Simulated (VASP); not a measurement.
The system is MnS.

```
CELL_PARAMETERS angstrom
0.00000 2.60450 2.60450
2.60450 0.00000 2.60450
2.60450 2.60450 0.00000
ATOMIC_POSITIONS crystal
Mn 0.00000 0.00000 0.00000
S 0.50000 0.50000 0.50000
```

Base run:

| Quantity | Value |
| --- | --- |
| Program | VASP 6.6.1 |
| Functional | PBE |
| Potentials or basis | VASP PAW PBE potentials, release 64 (Mn_pv, S) |
| Cutoff | 520 eV |
| k mesh | 14 × 14 × 14 |
| Occupations | fermi-dirac, width 0.02 eV |
| Spin | collinear spin, ferromagnetic start |
| Starting moments | [4.0, 0.0] μB |

Its results: pressure -3.1 GPa.

The run is repeated on the same cell with these changes: spin from collinear spin, ferromagnetic start to no spin polarisation; further incar settings from ALGO = Normal; EDIFF = 1e-07; NBANDS = 20 to ALGO = Normal; EDIFF = 1e-06; NBANDS = 16. What comes out?

Pressure -23.3 GPa.

Caveats: a cell with one magnetic atom can't hold antiferromagnetic order, which such compounds often take (some runs).
